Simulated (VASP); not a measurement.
# GaN (Fm-3m) in VASP: further runs

Runs on GaN. Level: r2SCAN. Tasks: single point.

All numbers are computed with VASP 6.6.1; they aren't measurements. Logs are shortened: lines on timing, memory, paths and dates and some standing lists are left out, and cuts for length are marked.

## 1. The cell of the first run

It takes space group Fm-3m (No. 225, cubic). The conventional cell has a = 4.120 Å, b = 4.120 Å, c = 4.120 Å, α = 90.00°, β = 90.00°, γ = 90.00°. Within 2.7 Å of Ga (site symmetry m-3m) lie 6 N at 2.06 Å. Within 2.7 Å of N (site symmetry m-3m) lie 6 Ga at 2.06 Å.

## 2. Single point, r2SCAN (strain -2.3%)

Input file POSCAR:

```
GaN
1.0
    0.0000000000      2.0602302361      2.0602302361
    2.0602302361      0.0000000000      2.0602302361
    2.0602302361      2.0602302361      0.0000000000
Ga N
1 1
Direct
    0.0000000000      0.0000000000      0.0000000000
    0.5000000000      0.5000000000      0.5000000000
```

Input file INCAR.step1:

```
PREC = Accurate
ENCUT = 520
ISMEAR = 0
SIGMA = 0.01
LREAL = False
LASPH = True
NELM = 80
NBANDS = 16
GGA = PE
ALGO = Normal
EDIFF = 1E-4
LWAVE = True
LCHARG = False
```

Input file INCAR.step2:

```
PREC = Accurate
ENCUT = 520
EDIFF = 1E-6
ISMEAR = 0
SIGMA = 0.01
LREAL = False
LASPH = True
NELM = 80
ALGO = Normal
ISIF = 2
LWAVE = False
LCHARG = True
METAGGA = R2SCAN
LMIXTAU = True
LELF = True
LVHAR = True
NBANDS = 16
ISTART = 1
```

Input file KPOINTS:

```
Automatic mesh
0
Gamma
  10 10 10
```

Potentials or basis: VASP PAW PBE potentials, release 64 (Ga_d, N).

Launch:

```sh
> cat potpaw_PBE.64/Ga_d/POTCAR potpaw_PBE.64/N/POTCAR > POTCAR
> cp INCAR.step1 INCAR
> mpirun -np 1 vasp_std > vasp.out
> cp INCAR.step2 INCAR
> mpirun -np 1 vasp_std > vasp.out
```

OUTCAR:

```text
PREC = Accurate
   ENCUT = 520
   EDIFF = 1E-6
   ISMEAR = 0
   LREAL = False
   LASPH = True
   NELM = 80
   ISIF = 2
   METAGGA = R2SCAN
   ISTART = 1

 ion  position               nearest neighbor table
   1  0.000  0.000  0.000-   2 2.06   2 2.06   2 2.06   2 2.06   2 2.06   2 2.06
   2  0.500  0.500  0.500-   1 2.06   1 2.06   1 2.06   1 2.06   1 2.06   1 2.06

  LATTYP: Found a face centered cubic cell.
 ALAT       =     4.1204604722

  Lattice vectors:

 A1 = (   0.0000000000,   2.0602302361,   2.0602302361)
 A2 = (   2.0602302361,   0.0000000000,   2.0602302361)
 A3 = (   2.0602302361,   2.0602302361,   0.0000000000)

Analysis of symmetry for initial positions (statically):
=====================================================================
 Subroutine PRICEL returns:
 Original cell was already a primitive cell.

 Routine SETGRP: Setting up the symmetry group for a
 face centered cubic supercell.

 Subroutine GETGRP returns: Found 48 space group operations
 (whereof 48 operations were pure point group operations)
 out of a pool of 48 trial point group operations.

The static configuration has the point symmetry O_h .

Analysis of symmetry for dynamics (positions and initial velocities):
=====================================================================
 Subroutine PRICEL returns:
 Original cell was already a primitive cell.

 Routine SETGRP: Setting up the symmetry group for a
 face centered cubic supercell.

 Subroutine GETGRP returns: Found 48 space group operations
 (whereof 48 operations were pure point group operations)
 out of a pool of 48 trial point group operations.

The dynamic configuration has the point symmetry O_h .

 Subroutine INISYM returns: Found 48 space group operations
 (whereof 48 operations are pure point group operations),
 and found     1 'primitive' translations

----------------------------------------------------------------------------------------

                                     Primitive cell

  volume of cell :      17.4895

  direct lattice vectors                    reciprocal lattice vectors
     0.000000000  2.060230236  2.060230236    -0.242691322  0.242691322  0.242691322
     2.060230236  0.000000000  2.060230236     0.242691322 -0.242691322  0.242691322
     2.060230236  2.060230236  0.000000000     0.242691322  0.242691322 -0.242691322

  length of vectors
     2.913605542  2.913605542  2.913605542     0.420353701  0.420353701  0.420353701
[... 75 lines left out ...]
   ISPIN  =      1    spin polarized calculation?
   LNONCOLLINEAR =      F non collinear calculations
   LSORBIT =      F    spin-orbit coupling
   LASPH  =      T    aspherical Exc in radial PAW
   ENCUT  =  520.0 eV  38.22 Ry    6.18 a.u.   5.42  5.42  5.42*2*pi/ulx,y,z
   NELM   =     80;   NELMIN=  2; NELMDL=  0     # of ELM steps
   EDIFF  = 0.1E-05   stopping-criterion for ELM
   LREAL  =      F    real-space projection
   EDIFFG = 0.1E-04   stopping-criterion for IOM
   NSW    =      0    number of steps for IOM
   IBRION =     -1    ionic relax: 0-MD 1-quasi-New 2-CG
   NFREE  =      0    steps in history (QN), initial steepest desc. (CG)
   ISIF   =      2    stress and relaxation
   ISYM   =      2    0-nonsym 1-usesym 2-fastsym
   POTIM  = 0.5000    time-step for ionic-motion
   TEBEG  =    0.0;   TEEND  =   0.0 temperature during run
   PSTRESS=    0.0 pullay stress
   NELECT =      18.0000    total number of electrons
   NUPDOWN=      -1.0000    fix difference up-down
   EMIN   =  10.00;   EMAX   =-10.00  energy-range for DOS
   EFERMI =   0.00;   METHOD = LEGACY
   ISMEAR =     0;   SIGMA  =   0.01  broadening in eV -4-tet -1-fermi 0-gaus
   EFERMI_NEDOS =   21; number of points for ismear=-14 and -15
   IALGO  =     38    algorithm
   IMIX   =      4    mixing-type and parameters
     AMIX     =   0.40;   BMIX     =  1.00
     AMIX_MAG =   1.60;   BMIX_MAG =  1.00
  volume/ion in A,a.u.               =       8.74        59.01
  Fermi-wavevector in a.u.,A,eV,Ry     =   1.652875  3.123480 37.171042  2.731995
  Thomas-Fermi vector in A             =   2.741409
   LORBIT       =      0    0 simple, 1 ext, 2 COOP (PROOUT), +10 PAW based schemes
   METAGGA = R2SCAN    functional components
   LHFCALC =     F    Hartree Fock is set to
   AEXX    =    0.0000 exact exchange contribution
   IVDW    =     0    specifies the selected vdW correction
   LEPSILON=     F    determine dielectric tensor
   LRPA    =     F    only Hartree local field effects (RPA)
 non-spin polarized calculation
 Gauss-broadening in eV      SIGMA  =   0.01
  energy-cutoff  :      520.00
  volume of cell :       17.49
 maximum number of plane-waves:       495
 NGX is ok and might be reduce to    24
   NGX = 11   NGY = 11   NGZ = 11

 number of electron      17.9999995 magnetization

 Free energy of the ion-electron system (eV)
  ---------------------------------------------------
  ext. energy  EPLUGINS =         0.00000000
  ---------------------------------------------------
  free energy    TOTEN  =       -20.89011184 eV

  energy without entropy =      -20.89011184  energy(sigma->0) =      -20.89011184

 E-fermi :   8.6663     XC(G=0): -14.6745

 val. band max:        8.6192816198   @ k =  -0.2000   0.2000   0.0000
 cond. band min:      10.2798796280   @ k =   0.5000   0.5000   0.0000
 fundamental gap:      1.6605980082
 Fermi energy:         8.6662833037

 k-point     1 :       0.0000    0.0000    0.0000
  band No.  band energies     occupation
      1     -10.2205      2.00000
      2      -5.7035      2.00000
      3      -5.7035      2.00000
      4      -5.7035      2.00000
      5      -5.6185      2.00000
      6      -5.6185      2.00000
[... 433 lines left out ...]
      3      -5.5720      2.00000
      4      -5.4959      2.00000
      5      -5.4271      2.00000
      6      -4.6621      2.00000
[... 8 lines left out ...]
     15      35.5307      0.00000
     16      37.4002      0.00000

 [... further k-points ...]
[... 5 lines left out ...]
  --------------------------------------------------------------------------------------
  -------------------------------------------------------------------------------------
  Total        2.3425160      2.3425160      2.3425160     -0.0000000      0.0000000     -0.0000000
  in kB      214.5931659    214.5931659    214.5931659     -0.0000000      0.0000000     -0.0000000
  external PRESSURE =     214.5931659 kB  Pullay stress =       0.0000000 kB

 VOLUME and BASIS-vectors are now :
 -----------------------------------------------------------------------------
  energy-cutoff  :      520.00
  volume of cell :       17.49
      direct lattice vectors                 reciprocal lattice vectors
     0.000000000  2.060230236  2.060230236    -0.242691322  0.242691322  0.242691322
     2.060230236  0.000000000  2.060230236     0.242691322 -0.242691322  0.242691322
     2.060230236  2.060230236  0.000000000     0.242691322  0.242691322 -0.242691322

 POSITION                                       TOTAL-FORCE (eV/Angst)
 -----------------------------------------------------------------------------------
      0.00000      0.00000      0.00000         0.000000     -0.000000      0.000000
      2.06023      2.06023      2.06023        -0.000000      0.000000     -0.000000
 -----------------------------------------------------------------------------------
    total drift:                                0.000000     -0.000000     -0.000000

  FREE ENERGIE OF THE ION-ELECTRON SYSTEM (eV)
  ---------------------------------------------------
  free  energy   TOTEN  =       -20.8901118377 eV

  energy  without entropy=      -20.8901118377  energy(sigma->0) =      -20.89011184
```

It took 30 s on 1 thread of Intel Xeon 6975P-C (Granite Rapids), shared host; peak memory 0.14 GiB.

Results:

- Free energy: -20.8901 eV
- Pressure: 21.5 GPa
- Band gap on the k mesh: 1.66 eV, indirect (least direct gap 4.37 eV)

Caveat: the cell differs from its parent crystal (strain -2.3%); the PAW data sets were made with another functional, which shifts forces and pressure a little. A k mesh can miss the band edges.

## 3. Single point, r2SCAN (strain -2.3%)

POSCAR is that of step 2.

Input file INCAR.step1:

```
PREC = Accurate
ENCUT = 910
ISMEAR = 0
SIGMA = 0.01
LREAL = False
LASPH = True
NELM = 120
NBANDS = 16
GGA = PE
ALGO = Normal
EDIFF = 1E-5
LWAVE = True
LCHARG = False
GGA_COMPAT = False
```

Changes to INCAR.step2 since step 2:

```diff
@@ -1,3 +1,3 @@
 PREC = Accurate
-ENCUT = 520
+ENCUT = 910
 EDIFF = 1E-6
@@ -7,3 +7,3 @@
 LASPH = True
-NELM = 80
+NELM = 120
 ALGO = Normal
@@ -18 +18,2 @@
 ISTART = 1
+GGA_COMPAT = False
```

KPOINTS is that of step 2.

Potentials or basis: VASP PAW PBE potentials, release 64 (Ga_d, N_h).

Launch:

```sh
> cat potpaw_PBE.64/Ga_d/POTCAR potpaw_PBE.64/N_h/POTCAR > POTCAR
> cp INCAR.step1 INCAR
> mpirun -np 1 vasp_std > vasp.out
> cp INCAR.step2 INCAR
> mpirun -np 1 vasp_std > vasp.out
```

It took 2 min on 1 thread of AMD EPYC 7R13 (Zen 3), shared host; peak memory 0.16 GiB.

Results (log left out):

```
Free energy            : -20.8912 eV
Pressure               : 21.3 GPa
Band gap on the k mesh : 1.66 eV, indirect (least direct gap 4.37 eV)
```

Levels at points of the mesh, in eV from the valence-band top:
| k point | band 5 | band 6 | band 7 | band 8 | band 9 | band 10 | band 11 | band 12 | band 13 | band 14 |
| --- | --- | --- | --- | --- | --- | --- | --- | --- | --- | --- |
| (0.00, 0.00, 0.00) | -14.24 | -14.24 | -0.59 | -0.59 | -0.59 | 3.77 | 15.95 | 15.95 | 15.95 | 17.55 |
| (0.50, 0.00, 0.00) | -14.05 | -14.05 | -8.73 | -0.15 | -0.15 | 5.75 | 10.32 | 10.32 | 11.45 | 18.33 |
| (0.50, 0.50, 0.00) | -13.98 | -11.31 | -7.82 | -3.39 | -3.39 | 1.66 | 8.63 | 13.91 | 16.76 | 16.76 |

Caveat: the cell differs from its parent crystal (strain -2.3%); the cutoff is under 1.25 times the usual one of these potentials, so pressure, stress and relaxed cells hold a basis-set (Pulay) error; the PAW data sets were made with another functional, which shifts forces and pressure a little. A k mesh can miss the band edges.
